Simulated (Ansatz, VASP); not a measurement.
## One calculation of CuO, two programs

Contents of INCAR:

```
SYSTEM = CuO
PREC = Accurate
ENCUT = 520
EDIFF = 1E-7
ISMEAR = 0
SIGMA = 0.1
LREAL = .FALSE.
LASPH = .TRUE.
NELM = 150
ALGO = Normal
ISIF = 2
LWAVE = .FALSE.
LCHARG = .TRUE.
ISPIN = 2
MAGMOM = 1 1 0 0
LORBIT = 11
LMAXMIX = 4
GGA = PS
LELF = .TRUE.
LVHAR = .TRUE.
NBANDS = 29
```

The input KPOINTS:

```
Automatic mesh
0
G
  6 6 4
  0 0 0
```

The input POSCAR:

```
CuO
1.0
    2.3446500000     -1.7134000000      0.0000000000
    2.3446500000      1.7134000000      0.0000000000
   -0.8605500000      0.0000000000      5.0594400000
Cu O
2 2
Direct
    0.0032000000      0.4968000000      0.0000000000
    0.4968000000      0.0032000000      0.5000000000
    0.5714000000      0.4056000000      0.2537000000
    0.4056000000      0.5714000000      0.7537000000
```

Input for Ansatz:

```yaml
crystal:
  lattice:
    - [2.34465, -1.7134, 0.0]
    - [2.34465, 1.7134, 0.0]
    - [-0.86055, 0.0, 5.05944]
  atoms:
    - { symbol: Cu, position: [0.0032, 0.4968, 0.0], spin: 1.0 }
    - { symbol: Cu, position: [0.4968, 0.0032, 0.5], spin: 1.0 }
    - { symbol: O, position: [0.5714, 0.4056, 0.2537] }
    - { symbol: O, position: [0.4056, 0.5714, 0.7537] }
basis:
  ecutwfc: 420
kpoints:
  mp_grid: { grid: [6, 6, 4] }
hamiltonian:
  xc: pbesol
scf:
  occupations: { method: gaussian, width: 0.1 }
  lower_state_search: "off"
output:
  forces: true
  stress: true
  eigenvalues: true
  populations: true
magnetization:
  spin_polarized: true
```

Alike in both runs: task single point; functional PBEsol; k mesh 6 × 6 × 4; occupations gaussian, width 0.1 eV; collinear spin.

|  | VASP | Ansatz |
| --- | --- | --- |
| version | VASP 6.6.1 | Ansatz 0.2.0 |
| potentials or method | VASP PAW PBE potentials, release 64 (Cu, O), cutoff 520 eV | scalar-relativistic, plane waves, PAW |
| valence electrons in the cell | 34 | 50 |

VASP gave:

| Property | Result |
| --- | --- |
| gap on the k mesh at the Fermi level (eV) | none |
| pressure (GPa) | -2.0 |
| traceless stress, the component that is largest in VASP (GPa) | 1.89 |
| rms of the force components (eV/Å) | 0.428 |
| net moment per atom (μB) | 0.00 |

Task: Estimate Ansatz's values.

Result: gap on the k mesh at the Fermi level (eV): none; pressure (GPa): -2.7; traceless stress, the component that is largest in VASP (GPa): 2.27; rms of the force components (eV/Å): 0.421; net moment per atom (μB): 0.00.

VASP's potentials were made for PBE, not for PBEsol. Atom by atom the forces differ by 0.022 eV/Å (rms over components). A gap of «none» marks a metal or a gap that the smearing closes. The functional is the same, so the differences come from potentials, cutoffs and numerics. VASP's potentials hold 34 valence electrons a cell and Ansatz's 50, so a difference there can come from the potentials and not from the codes. Ansatz's warnings: seeded moment not kept.

The k mesh is coarse, so the values compare programs but aren't converged.
